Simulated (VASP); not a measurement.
# LaIr2Pd2 (I4/mmm) in VASP: single point with PBE

Aim: the single point of LaIr2Pd2 with PBE.

Everything below comes from runs of VASP 6.6.1. Logs are shortened: lines on timing, memory, paths and dates and some standing lists are left out, and cuts for length are marked.

## (1) The cell of the first run

It takes space group I4/mmm (No. 139, tetragonal). The conventional cell has a = 4.292 Å, b = 4.292 Å, c = 9.898 Å, α = 90.00°, β = 90.00°, γ = 90.00°. Within 4.3 Å of La (site symmetry 4/mmm) lie 8 Pd at 3.28 Å and 10 Ir at 3.28 to 3.71 Å and 4 La at 4.29 Å. Within 3.3 Å of Pd (site symmetry -4m2) lie 4 Ir at 2.48 Å and 4 Pd at 3.03 Å and 4 La at 3.28 Å. Ir (site symmetry 4mm) has 1 Ir at 2.47 Å and 4 Pd at 2.48 Å and 4 La at 3.28 Å within 3.3 Å.

## (2) Single point, PBE

Contents of INCAR:

```
  PREC = Accurate
  ENCUT = 500
  EDIFF = 1E-6
  ISMEAR = -1
  SIGMA = 0.1
  LREAL = F
  LASPH = T
  NELM = 200
  ALGO = Normal
  ISIF = 2
  LWAVE = F
  LCHARG = F
  GGA = PE
  NBANDS = 32
  GGA_COMPAT = F
  LMAXMIX = 6
```

Contents of KPOINTS:

```
Automatic mesh
0
Gamma
  9 9 9
```

Contents of POSCAR:

```
LaIr2Pd2
1.0
    0.0000000000      4.2918560000      0.0000000000
    4.2918560000      0.0000000000      0.0000000000
    2.1459280000      2.1459280000     -4.9487520000
La Pd Ir
1 2 2
Direct
    0.0000000000      0.0000000000      0.0000000000
    0.7500000000      0.2500000000      0.5000000000
    0.2500000000      0.7500000000      0.5000000000
    0.3750000000      0.3750000000      0.2500000000
    0.6250000000      0.6250000000      0.7500000000
```

Potentials or basis: VASP PAW PBE potentials, release 64 (La, Pd, Ir).

Launch:

```bash
> cat potpaw_PBE.64/La/POTCAR potpaw_PBE.64/Pd/POTCAR potpaw_PBE.64/Ir/POTCAR > POTCAR
> mpirun -np 1 vasp_std > vasp.out
```

OUTCAR:

```text
PREC = Accurate
   ENCUT = 500
   EDIFF = 1E-6
   ISMEAR = -1
   LREAL = F
   LASPH = T
   NELM = 200
   ISIF = 2
   GGA = PE

 ion  position               nearest neighbor table
   1  0.000  0.000  0.000-   2 3.28   3 3.28   2 3.28   3 3.28   2 3.28   3 3.28   2 3.28   3 3.28
                             5 3.28   5 3.28   5 3.28   5 3.28   4 3.28   4 3.28   4 3.28   4 3.28
   2  0.750  0.250  0.500-   4 2.48   4 2.48   5 2.48   5 2.48   3 3.03   3 3.03   3 3.03   3 3.03
                             1 3.28   1 3.28   1 3.28   1 3.28
   3  0.250  0.750  0.500-   4 2.48   4 2.48   5 2.48   5 2.48   2 3.03   2 3.03   2 3.03   2 3.03
                             1 3.28   1 3.28   1 3.28   1 3.28
   4  0.375  0.375  0.250-   5 2.47   3 2.48   2 2.48   3 2.48   2 2.48   1 3.28   1 3.28   1 3.28
                             1 3.28
   5  0.625  0.625  0.750-   4 2.47   2 2.48   2 2.48   3 2.48   3 2.48   1 3.28   1 3.28   1 3.28
                             1 3.28

  LATTYP: Found a body centered tetragonal cell.
 ALAT       =     4.2918560000
 C/A-ratio  =     2.3061127866

  Lattice vectors:

 A1 = (  -2.1459280000,   2.1459280000,   4.9487520000)
 A2 = (   2.1459280000,  -2.1459280000,   4.9487520000)
 A3 = (   2.1459280000,   2.1459280000,  -4.9487520000)

Analysis of symmetry for initial positions (statically):
=====================================================================
 Subroutine PRICEL returns:
 Original cell was already a primitive cell.

 Routine SETGRP: Setting up the symmetry group for a
 body centered tetragonal supercell.

 Subroutine GETGRP returns: Found 16 space group operations
 (whereof 16 operations were pure point group operations)
 out of a pool of 16 trial point group operations.

The static configuration has the point symmetry D_4h.

Analysis of symmetry for dynamics (positions and initial velocities):
=====================================================================
 Subroutine PRICEL returns:
 Original cell was already a primitive cell.

 Routine SETGRP: Setting up the symmetry group for a
 body centered tetragonal supercell.

 Subroutine GETGRP returns: Found 16 space group operations
 (whereof 16 operations were pure point group operations)
 out of a pool of 16 trial point group operations.

The dynamic configuration has the point symmetry D_4h.

 Subroutine INISYM returns: Found 16 space group operations
 (whereof 16 operations are pure point group operations),
 and found     1 'primitive' translations

----------------------------------------------------------------------------------------

                                     Primitive cell

  volume of cell :      91.1562

  direct lattice vectors                    reciprocal lattice vectors
     0.000000000  4.291856000  0.000000000     0.000000000  0.232999430  0.101035574
     4.291856000  0.000000000  0.000000000     0.232999430  0.000000000  0.101035574
     2.145928000  2.145928000 -4.948752000     0.000000000  0.000000000 -0.202071148

  length of vectors
     4.291856000  4.291856000  5.805183918     0.253962441  0.253962441  0.202071148

  position of ions in fractional coordinates (direct lattice)
     0.000000000  0.000000000  0.000000000
     0.750000000  0.250000000  0.500000000
     0.250000000  0.750000000  0.500000000
     0.375000000  0.375000000  0.250000000
     0.625000000  0.625000000  0.750000000

  ion indices of the primitive-cell ions
   primitive index   ion index
                 1           1
                 2           2
                 3           3
                 4           4
                 5           5

----------------------------------------------------------------------------------------

 KPOINTS: Automatic mesh

Automatic generation of k-mesh.
 Grid dimensions read from file:
 generate k-points for:    9    9    9

 Generating k-lattice:

  Cartesian coordinates                     Fractional coordinates (reciprocal lattice)
     0.000000000  0.025888826  0.011226175     0.111111111  0.000000000 -0.000000000
     0.025888826  0.000000000  0.011226175     0.000000000  0.111111111 -0.000000000
     0.000000000  0.000000000 -0.022452350     0.000000000  0.000000000  0.111111111

  Length of vectors
     0.028218049  0.028218049  0.022452350

  Shift w.r.t. Gamma in fractional coordinates (k-lattice)
     0.000000000  0.000000000  0.000000000

 Subroutine IBZKPT returns following result:
 ===========================================

 Found     75 irreducible k-points:

 Following reciprocal coordinates:
            Coordinates               Weight
  0.000000  0.000000  0.000000      1.000000
  0.111111  0.000000  0.000000      8.000000
  0.222222  0.000000  0.000000      8.000000
  0.333333  0.000000  0.000000      8.000000
  0.444444  0.000000  0.000000      8.000000
  0.111111  0.111111  0.000000      8.000000
[... 16 lines left out ...]
 -0.333333  0.333333  0.000000      4.000000
  0.444444  0.444444  0.000000      8.000000
 [... further k-points ...]
   k-points           NKPTS =     75   k-points in BZ     NKDIM =     75   number of bands    NBANDS=     32
   number of dos      NEDOS =    301   number of ions     NIONS =      5
   total plane-waves  NPLWV =  43008
   dimension x,y,z NGX =    32 NGY =   32 NGZ =   42
   dimension x,y,z NGXF=    64 NGYF=   64 NGZF=   84
   ions per type =               1   2   2
   NGX,Y,Z   is equivalent  to a cutoff of  12.40, 12.40, 12.03 a.u.
   NGXF,Y,Z  is equivalent  to a cutoff of  24.79, 24.79, 24.06 a.u.
 SYSTEM =  unknown system
   PREC   = accura    normal or accurate (medium, high low for compatibility)
   ISTART =      0    job   : 0-new  1-cont  2-samecut
   ICHARG =      2    charge: 1-file 2-atom 10-const
   ISPIN  =      1    spin polarized calculation?
   LNONCOLLINEAR =      F non collinear calculations
   LSORBIT =      F    spin-orbit coupling
   LASPH  =      T    aspherical Exc in radial PAW
   ENCUT  =  500.0 eV  36.75 Ry    6.06 a.u.   7.83  7.83 10.58*2*pi/ulx,y,z
   NELM   =    200;   NELMIN=  2; NELMDL= -5     # of ELM steps
   EDIFF  = 0.1E-05   stopping-criterion for ELM
   LREAL  =      F    real-space projection
   EDIFFG = 0.1E-04   stopping-criterion for IOM
   NSW    =      0    number of steps for IOM
   IBRION =     -1    ionic relax: 0-MD 1-quasi-New 2-CG
   NFREE  =      0    steps in history (QN), initial steepest desc. (CG)
   ISIF   =      2    stress and relaxation
   ISYM   =      2    0-nonsym 1-usesym 2-fastsym
   POTIM  = 0.5000    time-step for ionic-motion
   TEBEG  =    0.0;   TEEND  =   0.0 temperature during run
   PSTRESS=    0.0 pullay stress
   NELECT =      49.0000    total number of electrons
   NUPDOWN=      -1.0000    fix difference up-down
   EMIN   =  10.00;   EMAX   =-10.00  energy-range for DOS
   EFERMI =   0.00;   METHOD = LEGACY
   ISMEAR =    -1;   SIGMA  =   0.10  broadening in eV -4-tet -1-fermi 0-gaus
   EFERMI_NEDOS =   21; number of points for ismear=-14 and -15
   IALGO  =     38    algorithm
   IMIX   =      4    mixing-type and parameters
     AMIX     =   0.40;   BMIX     =  1.00
     AMIX_MAG =   1.60;   BMIX_MAG =  1.00
  volume/ion in A,a.u.               =      18.23       123.03
  Fermi-wavevector in a.u.,A,eV,Ry     =   1.331103  2.515419 24.107267  1.771834
  Thomas-Fermi vector in A             =   2.460139
   LORBIT       =      0    0 simple, 1 ext, 2 COOP (PROOUT), +10 PAW based schemes
   GGA     = PE    functional components
   LHFCALC =     F    Hartree Fock is set to
   AEXX    =    0.0000 exact exchange contribution
   IVDW    =     0    specifies the selected vdW correction
   LEPSILON=     F    determine dielectric tensor
   LRPA    =     F    only Hartree local field effects (RPA)
 non-spin polarized calculation
  energy-cutoff  :      500.00
  volume of cell :       91.16
 maximum number of plane-waves:      2339
   NGX = 15   NGY = 15   NGZ = 21

 number of electron      49.0000007 magnetization

 Free energy of the ion-electron system (eV)
  ---------------------------------------------------
  ext. energy  EPLUGINS =         0.00000000
  ---------------------------------------------------
  free energy    TOTEN  =       -33.40640787 eV

  energy without entropy =      -33.27517784  energy(sigma->0) =      -33.34079286

 E-fermi :   9.5411     XC(G=0): -12.2435

 val. band max:        9.5273360627   @ k =  -0.4444   0.1111   0.0000
 cond. band min:       9.5604036562   @ k =   0.4444   0.2222   0.1111
 fundamental gap:      0.0330675935
 Fermi energy:         9.5411283485

 k-point     1 :       0.0000    0.0000    0.0000
  band No.  band energies     occupation
      1     -22.5541      2.00000
      2      -6.4616      2.00000
      3      -6.2647      2.00000
      4      -6.2647      2.00000
      5       1.9354      2.00000
      6       3.7130      2.00000
[... 24 lines left out ...]
     31      12.2227      0.00000
     32      12.3467      0.00000

 k-point     2 :       0.1111    0.0000    0.0000
  band No.  band energies     occupation
      1     -22.5521      2.00000
      2      -6.4597      2.00000
      3      -6.3037      2.00000
      4      -6.2642      2.00000
      5       2.1046      2.00000
      6       3.7936      2.00000
[... 24 lines left out ...]
     31      12.2354      0.00000
     32      12.3598      0.00000
[... 733 lines left out ...]
     31      11.7361      0.00000
     32      12.3060      0.00000

 k-point    24 :       0.4444    0.4444    0.0000
  band No.  band energies     occupation
      1     -22.5259      2.00000
      2      -6.5033      2.00000
      3      -6.4883      2.00000
      4      -6.4295      2.00000
      5       3.7429      2.00000
      6       3.8623      2.00000
[... 24 lines left out ...]
     31      11.6790      0.00000
     32      12.2238      0.00000

 [... further k-points ...]

------------------------ aborting loop because EDIFF is reached ----------------------------------------

  FORCE on cell =-STRESS in cart. coord.  units (eV):
  Direction    XX          YY          ZZ          XY          YZ          ZX
  --------------------------------------------------------------------------------------
  -------------------------------------------------------------------------------------
  Total       11.8848710     11.8848710      7.8851640      0.0000000     -0.0000000      0.0000000
  in kB      208.8906879    208.8906879    138.5910989      0.0000000     -0.0000000      0.0000000
  external PRESSURE =     185.4574915 kB  Pullay stress =       0.0000000 kB

 VOLUME and BASIS-vectors are now :
 -----------------------------------------------------------------------------
  energy-cutoff  :      500.00
  volume of cell :       91.16
      direct lattice vectors                 reciprocal lattice vectors
     0.000000000  4.291856000  0.000000000     0.000000000  0.232999430  0.101035574
     4.291856000  0.000000000  0.000000000     0.232999430  0.000000000  0.101035574
     2.145928000  2.145928000 -4.948752000     0.000000000  0.000000000 -0.202071148

 POSITION                                       TOTAL-FORCE (eV/Angst)
 -----------------------------------------------------------------------------------
      0.00000      0.00000      0.00000         0.000000      0.000000      0.000000
      2.14593      4.29186     -2.47438        -0.000000     -0.000000      0.000000
      4.29186      2.14593     -2.47438         0.000000     -0.000000     -0.000000
      2.14593      2.14593     -1.23719         0.000000      0.000000      3.386603
      4.29186      4.29186     -3.71156        -0.000000     -0.000000     -3.386603
 -----------------------------------------------------------------------------------
    total drift:                               -0.000000     -0.000000      0.000000

  FREE ENERGIE OF THE ION-ELECTRON SYSTEM (eV)
  ---------------------------------------------------
  free  energy   TOTEN  =       -33.4064078748 eV

  energy  without entropy=      -33.2751778415  energy(sigma->0) =      -33.34079286
```

Wall time 5.1 min (1 thread of AMD EPYC 7R43 (Zen 3), shared host); peak memory 0.34 GiB.

Results:

- Free energy: -33.4064 eV
- Pressure: 18.5 GPa
- Largest force: 3.387 eV/Å
- Band gap on the k mesh: zero (an odd number of electrons rules out a gap without spin polarisation)

Forces on the atoms (eV/Å):
```
La   0.000  0.000  0.000
Pd   0.000  0.000  0.000
Pd   0.000  0.000  0.000
Ir   0.000  0.000  3.387
Ir   0.000  0.000 -3.387
```

Levels at points of the mesh, in eV from the Fermi level:
```
           k point  band 21  band 22  band 23  band 24  band 25  band 26  band 27  band 28  band 29  band 30
(0.00, 0.00, 0.00)    -1.77    -1.77    -1.56    -1.53    -0.94     0.39     1.77     1.77     2.55     2.68
```

Caveat: the cell stands under pressure; spin-orbit coupling is left out, which moves the levels of the heavy elements; forces of over 1 eV/Å act on the atoms, so gaps and moduli don't describe the material at rest.
